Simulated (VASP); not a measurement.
Set up this calculation in VASP 6.6.1, as the native input.

* Task: single point
* Functional: PBE
* Potentials or basis: VASP PAW PBE potentials, release 64 (Al, B, As)
* Cutoff: 520 eV
* k mesh: 6 × 6 × 4
* Occupations: gaussian, width 0.02 eV
* Spin: no spin polarisation
* Dipole correction: no
* Further INCAR settings: ALGO = Normal; EDIFF = 1e-07; NBANDS = 36

The structure of Al5BAs6 lies in POSCAR:

```
Al5BAs6
1.0
    6.8129525348      0.0000000289      0.0000000000
   -3.4064762924      5.9001899555      0.0000000000
    0.0000000000      0.0000000000      6.4691813000
Al B As
5 1 6
Direct
    0.6666666667      0.3333333333      0.0019230000
    0.3333333333      0.6666666667      0.0019230000
    0.0000000000      0.3199140000      0.5005280000
    0.6800860000      0.6800860000      0.5005280000
    0.3199140000      0.0000000000      0.5005280000
    0.0000000000      0.0000000000      0.9984710000
    0.6666666667      0.3333333333      0.3839930000
    0.3333333333      0.6666666667      0.3839930000
    0.0000000000      0.0000000000      0.3281090000
    0.0000000000      0.2942540000      0.8853350000
    0.7057460000      0.7057460000      0.8853350000
    0.2942540000      0.0000000000      0.8853350000
```

These files were run (other wordings do the same):

INCAR

```
SYSTEM = Al5BAs6
PREC     = Accurate       ! precision mode
ENCUT    = 520            ! plane-wave cutoff, eV
EDIFF    = 1E-7           ! SCF threshold, eV
ISMEAR   = 0              ! smearing method
SIGMA    = 0.02           ! smearing width, eV
LREAL    = .FALSE.        ! projectors in reciprocal space
LASPH    = .TRUE.         ! aspherical terms in the spheres
NELM     = 80             ! most SCF steps
ALGO     = Normal         ! electronic algorithm
ISIF     = 2              ! what is computed and relaxed
LWAVE    = .FALSE.        ! write WAVECAR
LCHARG   = .FALSE.        ! write CHGCAR
GGA      = PE             ! functional
NBANDS   = 36             ! bands
```

KPOINTS

```
Automatic mesh
0
G
  6 6 4
  0 0 0
```

Potentials or basis: VASP PAW PBE potentials, release 64 (Al, B, As).

Command:

```console
$ cat potpaw_PBE.64/Al/POTCAR potpaw_PBE.64/B/POTCAR potpaw_PBE.64/As/POTCAR > POTCAR
$ mpirun -np 1 vasp_std > vasp.out
```

Results of the run:

The pressure is 0.2 GPa and the largest force is 0.017 eV/Å. The band gap on the k mesh is 1.21 eV (least direct gap 1.28 eV).

Wall time 2.7 min on 1 thread of Intel(R) Xeon(R) 6975P-C (Granite Rapids), on a shared host, peak memory 0.45 GiB.
